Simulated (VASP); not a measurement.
# TiCoC4N4 (P-43m) in VASP: relaxation of cell and atoms with PBE

Aim: the relaxation of cell and atoms of TiCoC4N4 with PBE.

Program: VASP 6.6.1. These are calculated values, not measurements. Logs are shortened: lines on timing, memory, paths and dates and some standing lists are left out, and cuts for length are marked.

### 1 The cell of the first run

The structure is cubic, space group P-43m (No. 215). The conventional cell has a = 5.909 Å, b = 5.909 Å, c = 5.909 Å, α = 90.00°, β = 90.00°, γ = 90.00°. Ti (site symmetry -43m) has 4 N at 2.03 Å within 2.7 Å. Within 2.5 Å of Co (site symmetry -43m) lie 4 C at 1.92 Å. Within 1.6 Å of C (site symmetry 3m) lie 1 N at 1.17 Å. N (site symmetry 3m) has 1 C at 1.17 Å within 1.6 Å.

### 2 Relaxation of cell and atoms, PBE, collinear spin, ferrimagnetic start

Input file INCAR:

```
SYSTEM = TiCoC4N4
PREC = Accurate ; ENCUT = 600
EDIFF = 1E-7 ; ISMEAR = 0
SIGMA = 0.1 ; LREAL = .FALSE.
LASPH = .TRUE. ; NELM = 150
ALGO = Normal ; ISIF = 3
LWAVE = .FALSE. ; LCHARG = .FALSE.
ISPIN = 2 ; MAGMOM = 1 -3 0 0 0 0 0 0 0 0
LORBIT = 11 ; LMAXMIX = 4
GGA = PE ; IBRION = 2
NSW = 90 ; EDIFFG = -0.04
```

Input file KPOINTS:

```
regular mesh
0
G
  4 4 4
  0 0 0
```

Input file POSCAR:

```
TiCoC4N4
1.0
    5.9086026500      0.0000000000      0.0000000000
    0.0000000000      5.9086026500      0.0000000000
    0.0000000000      0.0000000000      5.9086026500
Ti Co C N
1 1 4 4
Direct
    0.5000000000      0.5000000000      0.5000000000
    0.0000000000      0.0000000000      0.0000000000
    0.1873167900      0.1873167900      0.1873167900
    0.1873167900      0.8126832100      0.8126832100
    0.8126832100      0.1873167900      0.8126832100
    0.8126832100      0.8126832100      0.1873167900
    0.3016415900      0.3016415900      0.3016415900
    0.3016415900      0.6983584100      0.6983584100
    0.6983584100      0.3016415900      0.6983584100
    0.6983584100      0.6983584100      0.3016415900
```

Potentials or basis: VASP PAW PBE potentials, release 64 (Ti_sv, Co, C, N).

Run with:

```bash
cat potpaw_PBE.64/Ti_sv/POTCAR potpaw_PBE.64/Co/POTCAR potpaw_PBE.64/C/POTCAR potpaw_PBE.64/N/POTCAR > POTCAR
mpirun -np 1 vasp_std > vasp.out
```

OUTCAR:

```text
SYSTEM = TiCoC4N4
   PREC = Accurate
   ENCUT = 600
   EDIFF = 1E-7
   ISMEAR = 0
   LREAL = .FALSE.
   LASPH = .TRUE.
   NELM = 150
   ISIF = 3
   ISPIN = 2
   LORBIT = 11
   GGA = PE
   IBRION = 2
   NSW = 90
   EDIFFG = -0.04

 ion  position               nearest neighbor table
   1  0.500  0.500  0.500-   7 2.03   8 2.03   9 2.03  10 2.03
   2  0.000  0.000  0.000-   3 1.92   4 1.92   5 1.92   6 1.92
   3  0.187  0.187  0.187-   7 1.17   2 1.92
   4  0.187  0.813  0.813-   8 1.17   2 1.92
   5  0.813  0.187  0.813-   9 1.17   2 1.92
   6  0.813  0.813  0.187-  10 1.17   2 1.92
   7  0.302  0.302  0.302-   3 1.17   1 2.03
   8  0.302  0.698  0.698-   4 1.17   1 2.03
   9  0.698  0.302  0.698-   5 1.17   1 2.03
  10  0.698  0.698  0.302-   6 1.17   1 2.03

  LATTYP: Found a simple cubic cell.
 ALAT       =     5.9086026500

  Lattice vectors:

 A1 = (   5.9086026500,   0.0000000000,   0.0000000000)
 A2 = (   0.0000000000,   5.9086026500,   0.0000000000)
 A3 = (   0.0000000000,   0.0000000000,   5.9086026500)

Analysis of symmetry for initial positions (statically):
=====================================================================
 Subroutine PRICEL returns:
 Original cell was already a primitive cell.

 Routine SETGRP: Setting up the symmetry group for a
 simple cubic supercell.

 Subroutine GETGRP returns: Found 24 space group operations
 (whereof 24 operations were pure point group operations)
 out of a pool of 48 trial point group operations.

The static configuration has the point symmetry T_d .

Analysis of symmetry for dynamics (positions and initial velocities):
=====================================================================
 Subroutine PRICEL returns:
 Original cell was already a primitive cell.

 Routine SETGRP: Setting up the symmetry group for a
 simple cubic supercell.

 Subroutine GETGRP returns: Found 24 space group operations
 (whereof 24 operations were pure point group operations)
 out of a pool of 48 trial point group operations.

The dynamic configuration has the point symmetry T_d .

Analysis of structural, dynamic, and magnetic symmetry:
=====================================================================
 Subroutine PRICEL returns:
 Original cell was already a primitive cell.

 Routine SETGRP: Setting up the symmetry group for a
 simple cubic supercell.

 Subroutine GETGRP returns: Found 24 space group operations
 (whereof 24 operations were pure point group operations)
 out of a pool of 48 trial point group operations.

The overall configuration has the point symmetry T_d .

 Subroutine INISYM returns: Found 24 space group operations
 (whereof 24 operations are pure point group operations),
 and found     1 'primitive' translations

----------------------------------------------------------------------------------------

                                     Primitive cell

  volume of cell :     206.2787

  direct lattice vectors                    reciprocal lattice vectors
     5.908602650  0.000000000  0.000000000     0.169244754  0.000000000  0.000000000
     0.000000000  5.908602650  0.000000000     0.000000000  0.169244754  0.000000000
     0.000000000  0.000000000  5.908602650     0.000000000  0.000000000  0.169244754

  length of vectors
     5.908602650  5.908602650  5.908602650     0.169244754  0.169244754  0.169244754

  position of ions in fractional coordinates (direct lattice)
     0.500000000  0.500000000  0.500000000
     0.000000000  0.000000000  0.000000000
     0.187316790  0.187316790  0.187316790
     0.187316790  0.812683210  0.812683210
     0.812683210  0.187316790  0.812683210
     0.812683210  0.812683210  0.187316790
     0.301641590  0.301641590  0.301641590
     0.301641590  0.698358410  0.698358410
     0.698358410  0.301641590  0.698358410
     0.698358410  0.698358410  0.301641590

  ion indices of the primitive-cell ions
   primitive index   ion index
                 1           1
                 2           2
                 3           3
                 4           4
                 5           5
                 6           6
                 7           7
                 8           8
                 9           9
                10          10

[... 48 lines left out ...]
   ISTART =      0    job   : 0-new  1-cont  2-samecut
   ICHARG =      2    charge: 1-file 2-atom 10-const
   ISPIN  =      2    spin polarized calculation?
   LNONCOLLINEAR =      F non collinear calculations
   LSORBIT =      F    spin-orbit coupling
   LASPH  =      T    aspherical Exc in radial PAW
   ENCUT  =  600.0 eV  44.10 Ry    6.64 a.u.  11.80 11.80 11.80*2*pi/ulx,y,z
   NELM   =    150;   NELMIN=  2; NELMDL= -5     # of ELM steps
   EDIFF  = 0.1E-06   stopping-criterion for ELM
   LREAL  =      F    real-space projection
   EDIFFG = -.4E-01   stopping-criterion for IOM
   NSW    =     90    number of steps for IOM
   IBRION =      2    ionic relax: 0-MD 1-quasi-New 2-CG
   NFREE  =      1    steps in history (QN), initial steepest desc. (CG)
   ISIF   =      3    stress and relaxation
   ISYM   =      2    0-nonsym 1-usesym 2-fastsym
   POTIM  = 0.5000    time-step for ionic-motion
   TEBEG  =    0.0;   TEEND  =   0.0 temperature during run
   PSTRESS=    0.0 pullay stress
   NELECT =      57.0000    total number of electrons
   NUPDOWN=      -1.0000    fix difference up-down
   EMIN   =  10.00;   EMAX   =-10.00  energy-range for DOS
   EFERMI =   0.00;   METHOD = LEGACY
   ISMEAR =     0;   SIGMA  =   0.10  broadening in eV -4-tet -1-fermi 0-gaus
   EFERMI_NEDOS =   21; number of points for ismear=-14 and -15
   IALGO  =     38    algorithm
   IMIX   =      4    mixing-type and parameters
     AMIX     =   0.40;   BMIX     =  1.00
     AMIX_MAG =   1.60;   BMIX_MAG =  1.00
  volume/ion in A,a.u.               =      20.63       139.20
  Fermi-wavevector in a.u.,A,eV,Ry     =   1.066306  2.015025 15.469926  1.137007
  Thomas-Fermi vector in A             =   2.201885
   LORBIT       =     11    0 simple, 1 ext, 2 COOP (PROOUT), +10 PAW based schemes
   GGA     = PE    functional components
   LHFCALC =     F    Hartree Fock is set to
   AEXX    =    0.0000 exact exchange contribution
   IVDW    =     0    specifies the selected vdW correction
   LEPSILON=     F    determine dielectric tensor
   LRPA    =     F    only Hartree local field effects (RPA)
 conjugate gradient relaxation of ions
 spin polarized calculation
 Gauss-broadening in eV      SIGMA  =   0.10
  energy-cutoff  :      600.00
  volume of cell :      206.28
 maximum number of plane-waves:      6931
 NGX is ok and might be reduce to    48
   NGX = 23   NGY = 23   NGZ = 23

--------------------------------------- Ionic step        1  -------------------------------------------

 number of electron      56.9999998 magnetization      -1.0000001

 Free energy of the ion-electron system (eV)
  ---------------------------------------------------
  ext. energy  EPLUGINS =         0.00000000
  ---------------------------------------------------
  free energy    TOTEN  =       -83.60552260 eV

  energy without entropy =      -83.58640779  energy(sigma->0) =      -83.59596519

------------------------ aborting loop because EDIFF is reached ----------------------------------------

  FORCE on cell =-STRESS in cart. coord.  units (eV):
  Direction    XX          YY          ZZ          XY          YZ          ZX
  --------------------------------------------------------------------------------------
  -------------------------------------------------------------------------------------
  Total       -1.2546779     -1.2546779     -1.2546779      0.0000000      0.0000000      0.0000000
  in kB       -9.7451492     -9.7451492     -9.7451492      0.0000000      0.0000000      0.0000000
  external PRESSURE =      -9.7451492 kB  Pullay stress =       0.0000000 kB
[... 113 lines left out ...]
  FREE ENERGIE OF THE ION-ELECTRON SYSTEM (eV)
  ---------------------------------------------------
  free  energy   TOTEN  =       -83.7717087761 eV

  energy  without entropy=      -83.7539987233  energy(sigma->0) =      -83.76285375

 E-fermi :  -0.1776     XC(G=0):  -7.2036

 val. band max:       -0.1951562832   @ k =   0.2500   0.0000   0.0000
 cond. band min:      -0.1451006453   @ k =   0.5000   0.0000   0.0000
 fundamental gap:      0.0500556379
 Fermi energy:        -0.1775542035

 spin component 1

 k-point     1 :       0.0000    0.0000    0.0000
  band No.  band energies     occupation
      1     -58.5935      1.00000
      2     -34.8328      1.00000
      3     -34.8328      1.00000
      4     -34.8327      1.00000
      5     -18.1596      1.00000
      6     -18.0352      1.00000
[... 752 lines left out ...]
     34       1.4054      0.00000
     35       4.1909      0.00000

[... ionic steps 4 to 7 ...]

--------------------------------------- Ionic step        8  -------------------------------------------

 number of electron      56.9999997 magnetization      -1.0000000

------------------------ aborting loop because EDIFF is reached ----------------------------------------
[... 83 lines left out ...]
--------------------------------------- Ionic step       10  -------------------------------------------

 number of electron      56.9999996 magnetization      -1.0000000

 Free energy of the ion-electron system (eV)
  ---------------------------------------------------
  ext. energy  EPLUGINS =         0.00000000
  ---------------------------------------------------
  free energy    TOTEN  =       -84.12881741 eV

  energy without entropy =      -84.10096961  energy(sigma->0) =      -84.11489351

 E-fermi :   0.0853     XC(G=0):  -7.6219

 val. band max:        0.0825085950   @ k =   0.5000   0.0000   0.0000
 cond. band min:       0.1238702049   @ k =   0.2500   0.2500   0.0000
 fundamental gap:      0.0413616099
 Fermi energy:         0.0852717252

 spin component 1

 k-point     1 :       0.0000    0.0000    0.0000
  band No.  band energies     occupation
      1     -57.8690      1.00000
      2     -34.1399      1.00000
      3     -34.1399      1.00000
      4     -34.1399      1.00000
      5     -17.8089      1.00000
      6     -17.6367      1.00000
[... 789 lines left out ...]
  FREE ENERGIE OF THE ION-ELECTRON SYSTEM (eV)
  ---------------------------------------------------
  free  energy   TOTEN  =       -84.1288174138 eV

  energy  without entropy=      -84.1009696100  energy(sigma->0) =      -84.11489351

 reached required accuracy - stopping structural energy minimisation

 total charge

# of ion       s       p       d       tot
------------------------------------------
    1        2.231   6.233   1.859  10.323
    2        0.561   0.925   7.334   8.820
    3        0.958   1.556   0.000   2.515
    4        0.958   1.556   0.000   2.515
    5        0.958   1.556   0.000   2.515
    6        0.958   1.556   0.000   2.515
    7        1.290   2.618   0.000   3.907
    8        1.290   2.618   0.000   3.907
    9        1.290   2.618   0.000   3.907
   10        1.290   2.618   0.000   3.907
--------------------------------------------------
tot         11.783  23.854   9.193  44.830

 magnetization (x)

# of ion       s       p       d       tot
------------------------------------------
    1        0.002   0.003   0.211   0.215
    2       -0.005  -0.088  -0.875  -0.968
    3       -0.005   0.016   0.000   0.010
    4       -0.005   0.016   0.000   0.010
    5       -0.005   0.016   0.000   0.010
    6       -0.005   0.016   0.000   0.010
    7       -0.004  -0.041   0.000  -0.045
    8       -0.004  -0.041   0.000  -0.045
    9       -0.004  -0.041   0.000  -0.045
   10       -0.004  -0.041   0.000  -0.045
--------------------------------------------------
tot         -0.039  -0.188  -0.664  -0.891
```

Run time: 20 min. Hardware: 1 thread of Intel Xeon 6975P-C (Granite Rapids), shared host; peak memory 0.51 GiB.

What came out:

- Free energy: -84.1288 eV
- Relaxed volume: 18.52 Å³/atom
- Relaxed cell: a = 5.700 Å, b = 5.700 Å, c = 5.700 Å, α = 90.00°, β = 90.00°, γ = 90.00°
- Space group after relaxing (to 0.1 Å): P-43m (No. 215)
- Energy gained by relaxing: 52.3 meV/atom
- Ionic steps: 10
- Pressure after relaxing: -0.1 GPa
- Largest force after relaxing: 0.006 eV/Å
- Band gap on the k mesh: zero (filled and empty bands overlap)
- Net moment: -1.00 μB per cell
- Site moments: Ti +0.21; Co -0.97; C +0.01; N -0.04 μB
- Valence electrons inside the program's atomic spheres: Ti 10.32; Co 8.82; C 2.52; N 3.91

Forces on the atoms (eV/Å):
```
Ti   0.000  0.000  0.000
Co   0.000  0.000  0.000
C    0.004  0.004  0.004
C    0.004 -0.004 -0.004
C   -0.004  0.004 -0.004
C   -0.004 -0.004  0.004
N   -0.001 -0.001 -0.001
N   -0.001  0.001  0.001
N    0.001 -0.001  0.001
N    0.001  0.001 -0.001
```

The path:
| step | energy change (eV) | largest force (eV/Å) | pressure (GPa) | volume (Å³) |
| --- | --- | --- | --- | --- |
| 1 | 0.0000 | 2.7989 | -0.97 | 206.28 |
| 2 | 4.9212 | 9.9259 | -14.61 | 202.56 |
| 3 | -0.1662 | 0.4129 | -4.99 | 205.76 |
| 4 | -0.1671 | 0.2333 | -4.74 | 205.79 |
| 5 | -0.4873 | 0.2576 | -1.96 | 190.60 |
| 6 | -0.5139 | 0.4848 | -0.56 | 185.84 |
| 7 | -0.3943 | 2.5477 | 3.22 | 184.57 |
| 8 | -0.5176 | 0.2321 | -0.04 | 185.64 |
| 9 | -0.5229 | 0.0561 | -0.10 | 185.34 |
| 10 | -0.5233 | 0.0063 | -0.13 | 185.24 |

Final structure:
```cif
data_structure
_symmetry_space_group_name_H-M 'P 1'
_symmetry_Int_Tables_number 1
_cell_length_a 5.7004
_cell_length_b 5.7004
_cell_length_c 5.7004
_cell_angle_alpha 90.000
_cell_angle_beta 90.000
_cell_angle_gamma 90.000
_cell_volume 185.24
loop_
_atom_site_label
_atom_site_type_symbol
_atom_site_fract_x
_atom_site_fract_y
_atom_site_fract_z
_atom_site_occupancy
Ti1 Ti 0.50000 0.50000 0.50000 1
Co1 Co 0.00000 0.00000 0.00000 1
C1 C 0.18348 0.18348 0.18348 1
C2 C 0.18348 0.81652 0.81652 1
C3 C 0.81652 0.18348 0.81652 1
C4 C 0.81652 0.81652 0.18348 1
N1 N 0.30500 0.30500 0.30500 1
N2 N 0.30500 0.69500 0.69500 1
N3 N 0.69500 0.30500 0.69500 1
N4 N 0.69500 0.69500 0.30500 1
```

Levels at points of the mesh, in eV from the Fermi level:
Spin up:
| k point | band 26 | band 27 | band 28 | band 29 | band 30 | band 31 |
| --- | --- | --- | --- | --- | --- | --- |
| (0.00, 0.00, 0.00) | -1.57 | -0.14 | -0.14 | -0.14 | 0.95 | 0.95 |
| (0.50, 0.00, 0.00) | -1.10 | -0.57 | 0.00 | 0.00 | 0.72 | 1.41 |
| (0.50, 0.50, 0.00) | -1.11 | -0.48 | 0.15 | 0.15 | 0.70 | 1.41 |
| (0.50, 0.50, 0.50) | -1.57 | 0.09 | 0.09 | 0.09 | 1.02 | 1.02 |
Spin down:
| k point | band 26 | band 27 | band 28 | band 29 | band 30 | band 31 | band 32 | band 33 |
| --- | --- | --- | --- | --- | --- | --- | --- | --- |
| (0.00, 0.00, 0.00) | -1.99 | -0.73 | -0.73 | -0.73 | 1.08 | 1.08 | 1.76 | 1.76 |
| (0.50, 0.00, 0.00) | -1.60 | -0.97 | -0.65 | -0.65 | 0.98 | 1.28 | 2.04 | 2.12 |
| (0.50, 0.50, 0.00) | -1.59 | -0.91 | -0.54 | -0.54 | 0.95 | 1.29 | 2.00 | 2.14 |
| (0.50, 0.50, 0.50) | -1.97 | -0.57 | -0.57 | -0.57 | 1.15 | 1.15 | 1.95 | 1.95 |

Caveat: a cell with one magnetic atom can't hold antiferromagnetic order, which such compounds often take. With open d or f shells a metallic result of PBE can be an artefact of self-interaction; +U or a hybrid may open a gap.

The gap in the log of VASP goes by the Fermi energy; the results here count the filled bands.